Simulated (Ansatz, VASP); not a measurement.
## One calculation of PbO, two programs

```
CELL_PARAMETERS angstrom
3.56646 0.00000 0.00000
-1.78323 3.08864 0.00000
0.00000 0.00000 6.47011
ATOMIC_POSITIONS crystal
Pb 0.00000 0.00000 0.00000
Pb 0.00000 0.00000 0.50000
O 0.33333 0.66667 0.25000
O 0.66667 0.33333 0.75000
```

Alike in both runs: task single point; functional PBEsol; k mesh 6 × 6 × 4; occupations fermi-dirac, width 0.02 eV; no spin polarisation.

```csv
,VASP,Ansatz
version,VASP 6.6.1,Ansatz 0.2.0
potentials or method,"VASP PAW PBE potentials, release 64 (Pb_d, O)","plane waves, PAW"
plane-wave cutoff (eV),520,420
valence electrons in the cell,40,40
```

```tsv
	VASP	Ansatz	Ansatz less VASP
pressure (GPa)	-2.0	-2.0	+0.04
traceless stress, the component that is largest in VASP (GPa)	-0.21	-0.21	+0.004
```

VASP's potentials were made for PBE, not for PBEsol. With one functional, cell and mesh, what is left measures potentials, basis and numerics.

Spin-orbit coupling is off throughout.
